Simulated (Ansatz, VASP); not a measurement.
## One calculation of BeS, two programs

File POSCAR:

```
BeS
1.0
    0.0000000000      2.4343066148      2.4343066148
    2.4343066148      0.0000000000      2.4343066148
    2.4343066148      2.4343066148      0.0000000000
Be S
1 1
Direct
    0.0000000000      0.0000000000      0.0000000000
    0.2500000000      0.2500000000      0.2500000000
```

File INCAR.step1:

```
  PREC = Accurate
  ENCUT = 520
  ISMEAR = 0
  SIGMA = 0.01
  LREAL = False
  LASPH = True
  NELM = 100
  NBANDS = 11
  GGA = PE
  ALGO = Normal
  EDIFF = 1E-4
  LWAVE = True
  LCHARG = False
```

INCAR.step2

```
  PREC = Accurate
  ENCUT = 520
  EDIFF = 1E-6
  ISMEAR = 0
  SIGMA = 0.01
  LREAL = False
  LASPH = True
  NELM = 100
  ALGO = Normal
  ISIF = 2
  LWAVE = False
  LCHARG = False
  METAGGA = R2SCAN
  LMIXTAU = True
  NBANDS = 11
  ISTART = 1
```

Contents of KPOINTS:

```
Automatic mesh
0
Gamma
  10 10 10
```

Input for Ansatz:

```yaml
crystal:
  lattice:
    - [0.0, 2.4343066148, 2.4343066148]
    - [2.4343066148, 0.0, 2.4343066148]
    - [2.4343066148, 2.4343066148, 0.0]
  atoms:
    - { symbol: Be, position: [0.0, 0.0, 0.0] }
    - { symbol: S, position: [0.25, 0.25, 0.25] }
kpoints:
  mp_grid: { grid: [10, 10, 10] }
  band_path:
    path:
      - [0.0, 0.0, 0.0]
      - [-0.5, -0.5, 0.0]
      - [-0.375, -0.375, 0.25]
      - [-0.375, 0.0, 0.375]
      - [0.0, 0.0, 0.5]
      - [-0.5, -0.25, 0.25]
      - [0.0, 0.5, 0.5]
      - [-0.0375, 0.0, 0.0375]
    npoints: 1
hamiltonian:
  xc: r2scan
scf:
  occupations: { method: fixed }
  n_extra_bands: 4
output:
  forces: true
  stress: true
  eigenvalues: true
```

Alike in both runs: task single point; functional r2SCAN; k mesh 10 × 10 × 10; no spin polarisation.

|  | VASP | Ansatz |
| --- | --- | --- |
| version | VASP 6.6.1 | Ansatz 0.2.0 |
| potentials or method | VASP PAW PBE potentials, release 64 (Be, S) | plane waves, PAW |
| plane-wave cutoff (eV) | 520 | 500 |
| occupations | gaussian, width 0.01 eV | fixed |
| valence electrons in the cell | 8 | 8 |

Ansatz gave:

| Quantity | Value |
| --- | --- |
| gap on the k mesh at the Fermi level (eV) | 3.59 |
| pressure (GPa) | 0.0 |

Question: What did VASP give for the same quantities?

Answer: gap on the k mesh at the Fermi level (eV): 3.60; pressure (GPa): 0.3.

VASP's potentials were made for PBE, not for r2SCAN.
